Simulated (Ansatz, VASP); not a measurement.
HfIn4SiO6: VASP beside Ansatz

The input INCAR:

```
SYSTEM = HfIn4SiO6
PREC = Accurate
ENCUT = 520
EDIFF = 1E-6
ISMEAR = 0
SIGMA = 0.2
LREAL = .False.
LASPH = .True.
NELM = 60
ALGO = Normal
ISIF = 2
LWAVE = .False.
LCHARG = .False.
GGA = PE
NBANDS = 63
```

KPOINTS

```
regular mesh
0
Gamma
  6 6 2
  0 0 0
```

File POSCAR:

```
HfIn4SiO6
1.0
    5.2774307396      0.0000000000      0.0000000000
   -2.6387153698      4.5703890872      0.0000000000
    0.0000000000      0.0000000000     10.5590500000
Hf In Si O
1 4 1 6
Direct
    0.0000000000      0.0000000000      0.0000000000
    0.3333333333      0.6666666667      0.3044600000
    0.3333333333      0.6666666667      0.6955400000
    0.6666666667      0.3333333333      0.7891870000
    0.6666666667      0.3333333333      0.2108130000
    0.3333333333      0.6666666667      0.0000000000
    0.3063360000      0.3716250000      0.8997150000
    0.6283750000      0.6936640000      0.1002850000
    0.6283750000      0.9347110000      0.8997150000
    0.0652890000      0.3716250000      0.1002850000
    0.0652890000      0.6936640000      0.8997150000
    0.3063360000      0.9347110000      0.1002850000
```

Input for Ansatz:

```yaml
crystal:
  lattice:
    - [5.2774307396, 0.0, 0.0]
    - [-2.6387153698, 4.5703890872, 0.0]
    - [0.0, 0.0, 10.55905]
  atoms:
    - { symbol: Hf, position: [0.0, 0.0, 0.0] }
    - { symbol: In, position: [0.3333333333, 0.6666666667, 0.30446] }
    - { symbol: In, position: [0.3333333333, 0.6666666667, 0.69554] }
    - { symbol: In, position: [0.6666666667, 0.3333333333, 0.789187] }
    - { symbol: In, position: [0.6666666667, 0.3333333333, 0.210813] }
    - { symbol: Si, position: [0.3333333333, 0.6666666667, 0.0] }
    - { symbol: O, position: [0.306336, 0.371625, 0.899715] }
    - { symbol: O, position: [0.628375, 0.693664, 0.100285] }
    - { symbol: O, position: [0.628375, 0.934711, 0.899715] }
    - { symbol: O, position: [0.065289, 0.371625, 0.100285] }
    - { symbol: O, position: [0.065289, 0.693664, 0.899715] }
    - { symbol: O, position: [0.306336, 0.934711, 0.100285] }
basis:
  ecutwfc: 420
kpoints:
  mp_grid: { grid: [6, 6, 2] }
hamiltonian:
  xc: pbe
scf:
  occupations: { method: gaussian, width: 0.2 }
  lower_state_search: "off"
output:
  forces: true
  stress: true
  eigenvalues: true
```

Alike in both runs: task single point; functional PBE; k mesh 6 × 6 × 2; occupations gaussian, width 0.2 eV; no spin polarisation.

|  | VASP | Ansatz |
| --- | --- | --- |
| version | VASP 6.6.1 | Ansatz 0.2.0 |
| potentials or method | VASP PAW PBE potentials, release 64 (Hf_pv, In_d, Si, O), cutoff 520 eV | scalar-relativistic, plane waves, PAW |
| valence electrons in the cell | 102 | 118 |

|  | VASP | Ansatz | Ansatz less VASP |
| --- | --- | --- | --- |
| pressure (GPa) | -0.4 | 0.0 | +0.36 |
| traceless stress, the component that is largest in VASP (GPa) | 0.17 | 0.02 | -0.144 |
| rms of the force components (eV/Å) | 0.062 | 0.002 | -0.0594 |

Atom by atom the forces differ by 0.060 eV/Å (rms over components). VASP's potentials hold 102 valence electrons a cell and Ansatz's 118, so a difference there can come from the potentials and not from the codes.

Neither program's run includes spin-orbit coupling.
